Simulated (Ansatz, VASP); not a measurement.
# One calculation of TiN, two programs

```
CELL_PARAMETERS angstrom
0.00000 1.74010 1.74010
1.74010 0.00000 1.74010
1.74010 1.74010 0.00000
ATOMIC_POSITIONS crystal
Ti 0.00000 0.00000 0.00000
N 0.50000 0.50000 0.50000
```

Change from the starting cell: volume scaled by 0.55, crystal datasets.

Alike in both runs: task single point; functional PBE; k mesh 15 × 15 × 15; occupations fermi-dirac, width 0.1 eV; no spin polarisation.

|  | VASP | Ansatz |
| --- | --- | --- |
| version | VASP 6.6.1 | Ansatz 0.2.0 |
| potentials or method | VASP PAW PBE potentials, release 64 (Ti_sv, N), cutoff 520 eV | all-electron PAW with datasets made for the crystal, scalar-relativistic |

```csv
,VASP,Ansatz,Ansatz less VASP
pressure (GPa),562.6,567.4,+4.78
```

Both programs put the cell under a high pressure, so it lies far from rest at this level. Ansatz ran all-electron here, and VASP with PAW potentials.

Noted on VASP's run: the cell as given lies far from equilibrium.
